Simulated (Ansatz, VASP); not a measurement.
## Two plane-wave programs on Se

The input INCAR:

```
PREC     = Accurate       # precision mode
ENCUT    = 520            # plane-wave cutoff, eV
EDIFF    = 1E-6           # SCF threshold, eV
ISMEAR   = 0              # smearing method
SIGMA    = 0.05           # smearing width, eV
LREAL    = F              # projectors in reciprocal space
LASPH    = T              # aspherical terms in the spheres
NELM     = 100            # most SCF steps
ALGO     = Normal         # electronic algorithm
ISIF     = 2              # what is computed and relaxed
LWAVE    = F              # write WAVECAR
LCHARG   = F              # write CHGCAR
GGA      = PE             # functional
IVDW     = 12             # dispersion correction
NBANDS   = 16             # bands
```

File KPOINTS:

```
Automatic mesh
0
Gamma
  9 9 8
```

POSCAR

```
Se
1.0
    3.9409371099      0.0000000000      0.0000000000
   -1.9704685549      3.4129516519      0.0000000000
    0.0000000000      0.0000000000      5.4641093028
Se
3
Direct
    0.2934348538      0.0000000000      0.3333333333
    0.0000000000      0.2934348538      0.6666666667
    0.7065651462      0.7065651462      0.0000000000
```

Input for Ansatz:

```yaml
crystal:
  lattice:
    - [3.9409371099, 0.0, 0.0]
    - [-1.9704685549, 3.4129516519, 0.0]
    - [0.0, 0.0, 5.4641093028]
  atoms:
    - { symbol: Se, position: [0.2934348538, 0.0, 0.3333333333] }
    - { symbol: Se, position: [0.0, 0.2934348538, 0.6666666667] }
    - { symbol: Se, position: [0.7065651462, 0.7065651462, 0.0] }
basis:
  ecutwfc: 420
kpoints:
  mp_grid: { grid: [9, 9, 8] }
hamiltonian:
  xc: pbe
  dispersion: d3bj
scf:
  occupations: { method: gaussian, width: 0.05 }
output:
  forces: true
  stress: true
  eigenvalues: true
```

Alike in both runs: task single point; functional PBE; dispersion D3(BJ); k mesh 9 × 9 × 8; occupations gaussian, width 0.05 eV; no spin polarisation.

```csv
,VASP,Ansatz
version,VASP 6.6.1,Ansatz 0.2.0
potentials or method,"VASP PAW PBE potentials, release 64 (Se), cutoff 520 eV","scalar-relativistic, plane waves, PAW"
valence electrons in the cell,18,48
```

|  | VASP | Ansatz | Ansatz less VASP |
| --- | --- | --- | --- |
| gap on the k mesh at the Fermi level (eV) | 0.03 | 0.03 | +0.003 |
| least direct gap on the mesh (eV) | 0.03 | 0.03 | +0.003 |
| pressure (GPa) | -6.5 | -6.5 | -0.01 |
| traceless stress, the component that is largest in VASP (GPa) | -2.47 | -2.48 | -0.007 |
| rms of the force components (eV/Å) | 0.422 | 0.423 | +0.0010 |

Atom by atom the forces differ by 0.001 eV/Å (rms over components). VASP's potentials hold 18 valence electrons a cell and Ansatz's 48, so a difference there can come from the potentials and not from the codes.
